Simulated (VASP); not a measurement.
# HfN: single point with PBE

HfN:

```
CELL_PARAMETERS angstrom
0.00000 2.40048 2.04041
2.40048 0.00000 2.04041
2.40048 2.40048 0.00000
ATOMIC_POSITIONS crystal
Hf 0.00000 0.00000 0.00000
N 0.50000 0.50000 0.50000
```

This cell differs from its parent crystal: ratio of the length along z to the lengths across it x 0.85, volume and fractional coordinates fixed.

```yaml
Program: VASP 6.6.1
Task: single point
Functional: PBE
Potentials_or_basis: VASP PAW PBE potentials, release 64 (Hf_pv, N)
Cutoff: 520 eV
k_mesh: 26 × 26 × 26
Occupations: gaussian, width 0.15 eV
Spin: no spin polarisation
```

```yaml
Pressure: 16.1 GPa
Band_gap_on_the_k_mesh: zero (an odd number of electrons rules out a gap without spin polarisation)
```

Stress tensor (GPa, compression positive):
```
-17.54   0.00   0.00
  0.00 -17.54   0.00
  0.00   0.00  83.41
```

Levels at points of the mesh, in eV from the Fermi level:
| k point | band 5 | band 6 | band 7 | band 8 | band 9 | band 10 | band 11 | band 12 |
| --- | --- | --- | --- | --- | --- | --- | --- | --- |
| (0.00, 0.00, 0.00) | -3.33 | -3.33 | -2.29 | -0.75 | -0.75 | -0.70 | 0.72 | 0.92 |
| (0.50, 0.00, 0.00) | -8.83 | -6.40 | -6.39 | 2.62 | 4.04 | 4.18 | 4.61 | 6.80 |
| (0.50, 0.50, 0.00) | -4.22 | -4.22 | -4.07 | -4.02 | 4.20 | 5.18 | 5.18 | 5.38 |
| (0.50, 0.00, 0.50) | -5.92 | -3.82 | -3.43 | -2.80 | 2.37 | 4.32 | 5.91 | 6.46 |

Wall time 7.7 min on 1 thread of Intel Xeon 8259CL, on a shared host, peak memory 0.54 GiB.

Caveat: the stress differs along the axes, from -18 to 83 GPa; spin-orbit coupling is left out, which moves the levels of the heavy elements; an odd number of electrons without spin polarisation forces a metal; a magnetic or distorted state may lie lower.
